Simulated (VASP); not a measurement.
# Ca7Mg9O16 (P1) in VASP: single point with PBEsol

Aim: the single point of Ca7Mg9O16 with PBEsol.

All numbers are computed with VASP 6.6.1; they aren't measurements. Logs are shortened: lines on timing, memory, paths and dates and some standing lists are left out, and cuts for length are marked.

**1. The cell of the first run**

The typed cell holds 64 atoms: a = 8.982 Å, b = 8.982 Å, c = 8.982 Å, α = 90.00°, β = 90.00°, γ = 90.00°.

**2. Single point, PBEsol**

INCAR reads:

```
  PREC = Accurate
  ENCUT = 520
  EDIFF = 1E-7
  ISMEAR = -1
  SIGMA = 0.05
  LREAL = Auto
  LASPH = True
  NELM = 80
  ALGO = Normal
  ISIF = 2
  LWAVE = False
  LCHARG = False
  GGA = PS
  NBANDS = 222
  ISYM = 0
```

KPOINTS reads:

```
Automatic mesh
0
Gamma
  1 1 1
  0.25 0.25 0.25
```

POSCAR reads:

```
Ca7Mg9O16
1.0
    8.9822834497      0.0000000000      0.0000000000
    0.0000000000      8.9822834497      0.0000000000
    0.0000000000      0.0000000000      8.9822834497
O Mg Ca
32 18 14
Direct
    0.2570780000      0.9993220000      0.0016390000
    0.2621450000      0.0075560000      0.4981090000
    0.2628440000      0.5005020000      0.0091650000
    0.2528440000      0.4904990000      0.4899100000
    0.7459450000      0.9881900000      0.0012880000
    0.7385960000      0.9894160000      0.5006540000
    0.7391540000      0.5140130000      0.9910360000
    0.7478450000      0.5118390000      0.5126000000
    0.0000770000      0.2378170000      0.0122320000
    0.0087950000      0.2474550000      0.4887310000
    0.9864680000      0.7610500000      0.0025030000
    0.9868520000      0.7526480000      0.4990110000
    0.5011100000      0.2392010000      0.0014170000
    0.4922900000      0.2389180000      0.4990300000
    0.5119610000      0.7550120000      0.0013940000
    0.5106030000      0.7609770000      0.4997070000
    0.0020820000      0.9939260000      0.2395500000
    0.9990650000      0.9870570000      0.7631200000
    0.0114130000      0.5154900000      0.2482010000
    0.9890380000      0.5156910000      0.7532780000
    0.4996080000      0.9876640000      0.2464360000
    0.5004800000      0.9855740000      0.7550940000
    0.4920540000      0.5159240000      0.2392610000
    0.5098490000      0.5179520000      0.7618580000
    0.2390600000      0.2415840000      0.2599600000
    0.2488380000      0.2376460000      0.7392620000
    0.2481420000      0.7569880000      0.2511400000
    0.2484530000      0.7611030000      0.7494360000
    0.7625820000      0.2372540000      0.2516980000
    0.7513890000      0.2297630000      0.7497400000
    0.7508540000      0.7616570000      0.2505440000
    0.7496270000      0.7573210000      0.7512200000
    0.9945930000      0.9939430000      0.0026720000
    0.5029050000      0.9920160000      0.0013120000
    0.5008490000      0.9945550000      0.4994270000
    0.5032540000      0.5176440000      0.0008590000
    0.2505210000      0.2427240000      0.4948030000
    0.7480490000      0.7577170000      0.0004930000
    0.7477920000      0.7578160000      0.5018130000
    0.2520380000      0.9967800000      0.2487550000
    0.2556900000      0.9960940000      0.7526870000
    0.2495520000      0.5060580000      0.2500110000
    0.7478630000      0.9926480000      0.2467910000
    0.7453470000      0.9907190000      0.7549310000
    0.7476660000      0.5247450000      0.7530810000
    0.0046810000      0.2336410000      0.2501350000
    0.9966490000      0.7577830000      0.2474460000
    0.9906130000      0.7567940000      0.7545950000
    0.5042150000      0.7571080000      0.2474110000
    0.5088310000      0.7570630000      0.7540350000
    0.9999340000      0.9973540000      0.4997430000
    0.9979160000      0.5048450000      0.0028590000
    0.0002770000      0.5022070000      0.4980310000
    0.5006230000      0.5058270000      0.5000590000
    0.2508590000      0.2457750000      0.0048430000
    0.2508950000      0.7546230000      0.0020110000
    0.2517730000      0.7553420000      0.4986320000
    0.7492250000      0.2450910000      0.0001880000
    0.7496600000      0.2444210000      0.5011460000
    0.2523710000      0.5032390000      0.7502120000
    0.7514470000      0.5084340000      0.2491380000
    0.9995600000      0.2434200000      0.7511940000
    0.4955480000      0.2449470000      0.2498150000
    0.5009040000      0.2440900000      0.7511390000
```

Potentials or basis: VASP PAW PBE potentials, release 64 (O, Mg, Ca_sv).

Started as:

```
cat potpaw_PBE.64/O/POTCAR potpaw_PBE.64/Mg/POTCAR potpaw_PBE.64/Ca_sv/POTCAR > POTCAR
mpirun -np 1 vasp_std > vasp.out
```

OUTCAR:

```text
PREC = Accurate
   ENCUT = 520
   EDIFF = 1E-7
   ISMEAR = -1
   LREAL = Auto
   LASPH = True
   NELM = 80
   ISIF = 2
   GGA = PS
   ISYM = 0

 ion  position               nearest neighbor table
   1  0.257  0.999  0.002-  56 2.20  34 2.21  55 2.21  40 2.22  41 2.24  33 2.36
   2  0.262  0.008  0.498-  37 2.12  35 2.15  40 2.24  57 2.27  41 2.29  51 2.36
   3  0.263  0.501  0.009-  36 2.17  42 2.17  56 2.29  55 2.29  60 2.33  52 2.38
   4  0.253  0.490  0.490-  42 2.16  37 2.23  54 2.23  53 2.27  60 2.34  57 2.38
   5  0.746  0.988  0.001-  38 2.07  34 2.18  43 2.21  44 2.21  33 2.23  58 2.31
   6  0.739  0.989  0.501-  39 2.08  35 2.14  43 2.28  44 2.28  59 2.29  51 2.35
[... 62 lines left out ...]
  51  1.000  0.997  0.500-  12 2.20  10 2.25  17 2.34   6 2.35   2 2.36  18 2.37  46 3.09  39 3.12
                            47 3.13  57 3.14  48 3.15  37 3.15  59 3.16  62 3.16  40 3.20  43 3.21
  52  0.998  0.505  0.003-  19 2.21  20 2.25  11 2.30   7 2.33   3 2.38   9 2.40  61 3.13  47 3.16
                            42 3.17  48 3.18  45 3.18  38 3.19  46 3.30
  53  0.000  0.502  0.498-  19 2.25  12 2.25   4 2.27   8 2.27  10 2.29  20 2.30  42 3.16  61 3.16
                            47 3.22  39 3.23  45 3.23  37 3.24  48 3.25  46 3.28
  54  0.501  0.506  0.500-   8 2.22   4 2.23  16 2.29  23 2.35  24 2.36  14 2.40  57 3.17  60 3.17
                            39 3.17  45 3.18  42 3.18  49 3.20  50 3.21  37 3.26
  55  0.251  0.246  0.005-   1 2.21  13 2.25   9 2.25   3 2.29  25 2.29  26 2.39  63 3.11  46 3.12
                            40 3.13  41 3.19  42 3.21  34 3.21  33 3.23  36 3.33
  56  0.251  0.755  0.002-   1 2.20  27 2.24  28 2.27   3 2.29  15 2.34  11 2.38  40 3.11  36 3.11
                            34 3.11  41 3.12  33 3.15  42 3.15  49 3.17  47 3.17  50 3.21  48 3.23
  57  0.252  0.755  0.499-  27 2.22  28 2.25   2 2.27  16 2.33  12 2.38   4 2.38  35 3.10  40 3.12
                            51 3.14  41 3.14  42 3.16  54 3.17  49 3.20  47 3.22  50 3.25  48 3.28
  58  0.749  0.245  0.000-  13 2.23  30 2.25   9 2.26  29 2.26   5 2.31   7 2.42  33 3.15  64 3.16
                            43 3.17  62 3.17  34 3.17  44 3.17  46 3.21  36 3.30  45 3.35
  59  0.750  0.244  0.501-  30 2.24  29 2.24   6 2.29  14 2.31  10 2.33   8 2.40  51 3.16  35 3.17
                            64 3.17  43 3.21  46 3.22  44 3.22  45 3.39
  60  0.252  0.503  0.750-  28 2.32  24 2.32   3 2.33   4 2.34  20 2.37  26 2.39  54 3.17  36 3.19
                            50 3.24  48 3.27  37 3.28
  61  0.751  0.508  0.249-  31 2.27   7 2.32  23 2.33  19 2.34   8 2.37  29 2.44  52 3.13  47 3.14
                            49 3.15  36 3.15  53 3.16  38 3.16  39 3.19  46 3.36
  62  1.000  0.243  0.751-  30 2.23  26 2.24  18 2.31   9 2.35  10 2.36  20 2.45  51 3.16  58 3.17
                            33 3.18  41 3.20  44 3.22  37 3.22  45 3.39
  63  0.496  0.245  0.250-  13 2.23  14 2.24  25 2.31  21 2.31  29 2.40  23 2.44  55 3.11  37 3.11
                            40 3.12  35 3.18  34 3.19  43 3.21  42 3.22  36 3.32
  64  0.501  0.244  0.751-  13 2.25  30 2.25  14 2.27  26 2.27  22 2.32  24 2.46  41 3.13  58 3.16
                            44 3.16  59 3.17  35 3.18  34 3.19  37 3.22  36 3.33  45 3.36

IMPORTANT INFORMATION: All symmetrisations will be switched off!
NOSYMM: (Re-)initialisation of all symmetry stuff for point group C_1.

----------------------------------------------------------------------------------------

                                     Primitive cell

  volume of cell :     724.7033

  direct lattice vectors                    reciprocal lattice vectors
     8.982283450  0.000000000  0.000000000     0.111330265  0.000000000  0.000000000
     0.000000000  8.982283450  0.000000000     0.000000000  0.111330265  0.000000000
     0.000000000  0.000000000  8.982283450     0.000000000  0.000000000  0.111330265

  length of vectors
     8.982283450  8.982283450  8.982283450     0.111330265  0.111330265  0.111330265

  position of ions in fractional coordinates (direct lattice)
     0.257078000  0.999322000  0.001639000
     0.262145000  0.007556000  0.498109000
     0.262844000  0.500502000  0.009165000
     0.252844000  0.490499000  0.489910000
     0.745945000  0.988190000  0.001288000
     0.738596000  0.989416000  0.500654000
[... 56 lines left out ...]
     0.495548000  0.244947000  0.249815000
     0.500904000  0.244090000  0.751139000

  ion indices of the primitive-cell ions
   primitive index   ion index
                 1           1
                 2           2
                 3           3
                 4           4
                 5           5
                 6           6
[... 77 lines left out ...]
  Shift w.r.t. Gamma in fractional coordinates (k-lattice)
     0.250000000  0.250000000  0.250000000

 Subroutine IBZKPT returns following result:
 ===========================================

 Found      4 irreducible k-points:

 Following reciprocal coordinates:
            Coordinates               Weight
  0.250000  0.250000  0.250000      2.000000
 -0.250000  0.250000  0.250000      2.000000
 -0.250000 -0.250000  0.250000      2.000000
  0.250000 -0.250000  0.250000      2.000000
   k-points           NKPTS =      4   k-points in BZ     NKDIM =      4   number of bands    NBANDS=    222
   number of dos      NEDOS =    301   number of ions     NIONS =     64
   total plane-waves  NPLWV = 343000
   dimension x,y,z NGX =    70 NGY =   70 NGZ =   70
   dimension x,y,z NGXF=   140 NGYF=  140 NGZF=  140
   ions per type =              32  18  14
   NGX,Y,Z   is equivalent  to a cutoff of  12.96, 12.96, 12.96 a.u.
   NGXF,Y,Z  is equivalent  to a cutoff of  25.91, 25.91, 25.91 a.u.
 SYSTEM =  unknown system
   PREC   = accura    normal or accurate (medium, high low for compatibility)
   ISTART =      0    job   : 0-new  1-cont  2-samecut
   ICHARG =      2    charge: 1-file 2-atom 10-const
   ISPIN  =      1    spin polarized calculation?
   LNONCOLLINEAR =      F non collinear calculations
   LSORBIT =      F    spin-orbit coupling
   LASPH  =      T    aspherical Exc in radial PAW
   ENCUT  =  520.0 eV  38.22 Ry    6.18 a.u.  16.70 16.70 16.70*2*pi/ulx,y,z
   NELM   =     80;   NELMIN=  2; NELMDL= -5     # of ELM steps
   EDIFF  = 0.1E-06   stopping-criterion for ELM
   LREAL  =      T    real-space projection
   EDIFFG = 0.1E-05   stopping-criterion for IOM
   NSW    =      0    number of steps for IOM
   IBRION =     -1    ionic relax: 0-MD 1-quasi-New 2-CG
   NFREE  =      0    steps in history (QN), initial steepest desc. (CG)
   ISIF   =      2    stress and relaxation
   ISYM   =      0    0-nonsym 1-usesym 2-fastsym
   POTIM  = 0.5000    time-step for ionic-motion
   TEBEG  =    0.0;   TEEND  =   0.0 temperature during run
   PSTRESS=    0.0 pullay stress
   NELECT =     368.0000    total number of electrons
   NUPDOWN=      -1.0000    fix difference up-down
   EMIN   =  10.00;   EMAX   =-10.00  energy-range for DOS
   EFERMI =   0.00;   METHOD = LEGACY
   ISMEAR =    -1;   SIGMA  =   0.05  broadening in eV -4-tet -1-fermi 0-gaus
   EFERMI_NEDOS =   21; number of points for ismear=-14 and -15
   IALGO  =     38    algorithm
   IMIX   =      4    mixing-type and parameters
     AMIX     =   0.40;   BMIX     =  1.00
     AMIX_MAG =   1.60;   BMIX_MAG =  1.00
  volume/ion in A,a.u.               =      11.32        76.41
  Fermi-wavevector in a.u.,A,eV,Ry     =   1.306083  2.468138 23.209526  1.705852
  Thomas-Fermi vector in A             =   2.436909
   LORBIT       =      0    0 simple, 1 ext, 2 COOP (PROOUT), +10 PAW based schemes
   GGA     = PS    functional components
   LHFCALC =     F    Hartree Fock is set to
   AEXX    =    0.0000 exact exchange contribution
   IVDW    =     0    specifies the selected vdW correction
   LEPSILON=     F    determine dielectric tensor
   LRPA    =     F    only Hartree local field effects (RPA)
 non-spin polarized calculation
  energy-cutoff  :      520.00
  volume of cell :      724.70
 maximum number of plane-waves:     19516
 NGX is ok and might be reduce to    70
   NGX = 33   NGY = 33   NGZ = 33

 number of electron     368.0000014 magnetization

 Free energy of the ion-electron system (eV)
  ---------------------------------------------------
  ext. energy  EPLUGINS =         0.00000000
  ---------------------------------------------------
  free energy    TOTEN  =      -406.64524787 eV

  energy without entropy =     -406.64524787  energy(sigma->0) =     -406.64524787

 E-fermi :   3.7065     XC(G=0): -11.0195

 val. band max:        2.4626103756   @ k =   0.2500  -0.2500   0.2500
 cond. band min:       7.4307461893   @ k =   0.2500   0.2500   0.2500
 fundamental gap:      4.9681358137
 Fermi energy:         3.7065104638

 k-point     1 :       0.2500    0.2500    0.2500
  band No.  band energies     occupation
      1     -34.6857      2.00000
      2     -34.6584      2.00000
      3     -34.3498      2.00000
      4     -34.2866      2.00000
      5     -34.2680      2.00000
      6     -34.2368      2.00000
[... 785 lines left out ...]
    195       8.7624      0.00000
    196       8.8568      0.00000
 [bands above 196 left out]

------------------------ aborting loop because EDIFF is reached ----------------------------------------

  FORCE on cell =-STRESS in cart. coord.  units (eV):
  Direction    XX          YY          ZZ          XY          YZ          ZX
  --------------------------------------------------------------------------------------
  -------------------------------------------------------------------------------------
  Total        0.2080323      0.2102843      2.4221312      0.2767111     -0.1422632     -0.0334814
  in kB        0.4599188      0.4648975      5.3548583      0.6117542     -0.3145162     -0.0740209
  external PRESSURE =       2.0932249 kB  Pullay stress =       0.0000000 kB

 VOLUME and BASIS-vectors are now :
 -----------------------------------------------------------------------------
  energy-cutoff  :      520.00
  volume of cell :      724.70
      direct lattice vectors                 reciprocal lattice vectors
     8.982283450  0.000000000  0.000000000     0.111330265  0.000000000  0.000000000
     0.000000000  8.982283450  0.000000000     0.000000000  0.111330265  0.000000000
     0.000000000  0.000000000  8.982283450     0.000000000  0.000000000  0.111330265

 POSITION                                       TOTAL-FORCE (eV/Angst)
 -----------------------------------------------------------------------------------
      2.30915      8.97619      0.01472         0.003013      0.006000     -0.002553
      2.35466      0.06787      4.47416         0.033739      0.048234     -0.000562
      2.36094      4.49565      0.08232         0.039782     -0.003319      0.045270
      2.27112      4.40580      4.40051        -0.002107     -0.045638     -0.047720
      6.70029      8.87620      0.01157        -0.001602     -0.036796     -0.001470
      6.63428      8.88721      4.49702        -0.039442     -0.040886     -0.002790
[... 56 lines left out ...]
      4.45115      2.20018      2.24391         0.006342      0.015646      0.000210
      4.49926      2.19249      6.74694        -0.003386      0.014879     -0.002227
 -----------------------------------------------------------------------------------
    total drift:                                0.001411     -0.022677      0.014282

  FREE ENERGIE OF THE ION-ELECTRON SYSTEM (eV)
  ---------------------------------------------------
  free  energy   TOTEN  =      -406.6452478730 eV

  energy  without entropy=     -406.6452478730  energy(sigma->0) =     -406.64524787
```

Wall time 35 min (1 thread of Intel Xeon Platinum 8488C (Sapphire Rapids), shared host); peak memory 0.93 GiB.

Results:

| Property | Result |
| --- | --- |
| Free energy | -406.6452 eV |
| Pressure | 0.2 GPa |
| Largest force | 0.068 eV/Å |
| Band gap on the k mesh | 4.97 eV (least direct gap 4.97 eV) |

Forces on the atoms (eV/Å):
```
O    0.003  0.006 -0.003
O    0.034  0.048 -0.001
O    0.040 -0.003  0.045
O   -0.002 -0.046 -0.048
O   -0.002 -0.037 -0.001
O   -0.039 -0.041 -0.003
O   -0.037  0.031 -0.041
O    0.010  0.039  0.047
O   -0.001 -0.042  0.048
O    0.045  0.006 -0.050
O   -0.034  0.040 -0.004
O   -0.040 -0.013  0.002
O   -0.003 -0.007 -0.005
O   -0.045 -0.033  0.004
O    0.037  0.002  0.003
O    0.042  0.040  0.001
O   -0.003  0.000 -0.036
O    0.003 -0.046  0.038
O    0.049  0.010  0.005
O   -0.041  0.036 -0.008
O   -0.002 -0.041 -0.002
O   -0.005 -0.034  0.003
O   -0.040  0.030 -0.035
O    0.044  0.028  0.038
O   -0.045 -0.003  0.044
O    0.006 -0.034 -0.040
O   -0.004  0.001  0.001
O   -0.003  0.041  0.003
O    0.038 -0.035 -0.004
O    0.006 -0.016  0.005
O    0.003  0.042  0.004
O    0.003  0.002  0.001
Mg  -0.005 -0.004  0.002
Mg   0.003 -0.009 -0.002
Mg  -0.001 -0.003  0.002
Mg  -0.001  0.010 -0.002
Mg  -0.001 -0.003 -0.003
Mg  -0.004  0.004 -0.006
Mg  -0.002  0.003  0.003
Mg   0.001  0.000  0.000
Mg   0.005  0.000  0.000
Mg  -0.001  0.002 -0.001
Mg   0.001 -0.006 -0.002
Mg  -0.006 -0.012  0.004
Mg  -0.003  0.015  0.000
Mg   0.004 -0.007  0.002
Mg  -0.002  0.003 -0.003
Mg  -0.011  0.002  0.004
Mg   0.002  0.005 -0.007
Mg   0.010  0.004  0.004
Ca   0.002  0.008  0.003
Ca   0.006 -0.013 -0.003
Ca   0.002 -0.010  0.008
Ca   0.000 -0.011  0.000
Ca  -0.003  0.017 -0.010
Ca  -0.002 -0.013 -0.005
Ca  -0.005 -0.012  0.006
Ca   0.000  0.018 -0.003
Ca   0.000  0.015 -0.003
Ca  -0.007 -0.008  0.001
Ca   0.002 -0.018  0.004
Ca  -0.001  0.020 -0.002
Ca   0.006  0.016  0.000
Ca  -0.003  0.015 -0.002
```

Stress tensor (GPa, compression positive):
```
 0.05  0.06 -0.01
 0.06  0.05 -0.03
-0.01 -0.03  0.54
```

Caveat: the PAW data sets were made with another functional, which shifts forces and pressure a little; a shifted mesh leaves out Γ, where band edges can lie. A k mesh can miss the band edges.
